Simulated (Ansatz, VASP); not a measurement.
# AlO2: VASP beside Ansatz

The input INCAR:

```
SYSTEM = AlO2
ALGO = Normal
EDIFF = 1E-6
EDIFFG = -0.01
ENCUT = 600
GGA = PE
IBRION = 2
ISIF = 3
ISMEAR = 0
ISPIN = 2
LASPH = .True.
LCHARG = .False.
LORBIT = 11
LREAL = .False.
LWAVE = .False.
MAGMOM = 0 0.55 0.55
NELM = 150
NSW = 100
PREC = Accurate
SIGMA = 0.1
```

Contents of KPOINTS:

```
k-points
0
Gamma
  16 16 16
  0 0 0
```

File POSCAR:

```
AlO2
1.0
    0.0000000000      2.4445074875      2.4445074875
    2.4445074875      0.0000000000      2.4445074875
    2.4445074875      2.4445074875      0.0000000000
Al O
1 2
Direct
    0.5000000000      0.5000000000      0.5000000000
    0.0000000000      0.0000000000      0.0000000000
    0.7500000000      0.7500000000      0.7500000000
```

Input for Ansatz:

```yaml
crystal:
  lattice:
    - [0.0, 2.4445074875, 2.4445074875]
    - [2.4445074875, 0.0, 2.4445074875]
    - [2.4445074875, 2.4445074875, 0.0]
  atoms:
    - { symbol: Al, position: [0.5, 0.5, 0.5] }
    - { symbol: O, position: [0.0, 0.0, 0.0], spin: 0.55 }
    - { symbol: O, position: [0.75, 0.75, 0.75], spin: 0.55 }
basis:
  ecutwfc: 420
kpoints:
  mp_grid: { grid: [16, 16, 16] }
hamiltonian:
  xc: pbe
scf:
  occupations: { method: gaussian, width: 0.1 }
output:
  forces: true
  stress: true
  eigenvalues: true
  populations: true
  write_density: true
  write_potential: true
  elf: true
  volumetric_format: npy
magnetization:
  spin_polarized: true
relax:
  adjacent_minimum: "off"
  f_tol: 0.01
  max_steps: 80
  cell: { stress_tol: 0.05 }
```

Alike in both runs: task relaxation of cell and atoms; functional PBE; k mesh 16 × 16 × 16; occupations gaussian, width 0.1 eV; collinear spin.

|  | VASP | Ansatz |
| --- | --- | --- |
| version | VASP 6.6.1 | Ansatz 0.2.0 |
| potentials or method | VASP PAW PBE potentials, release 64 (Al, O), cutoff 600 eV | scalar-relativistic, plane waves, PAW |
| valence electrons in the cell | 15 | 15 |

|  | VASP | Ansatz | Ansatz less VASP |
| --- | --- | --- | --- |
| gap on the k mesh at the Fermi level, each at its own relaxed structure (eV) | none | none | - |
| net moment per atom (μB) | 0.33 | 0.33 | 0.000 |
| size of the moment on the site where the two differ most (μB) | 0.56 | 0.61 | +0.049 |
| relaxed volume (Å³/atom) | 9.70 | 9.73 | +0.024 |
| relaxed length of the cell vector where the two differ most in proportion (Å) | 3.453 | 3.456 | +0.0028 |

Site moments also hang on the region over which each program counts them. A gap of «none» marks a metal or a gap that the smearing closes.
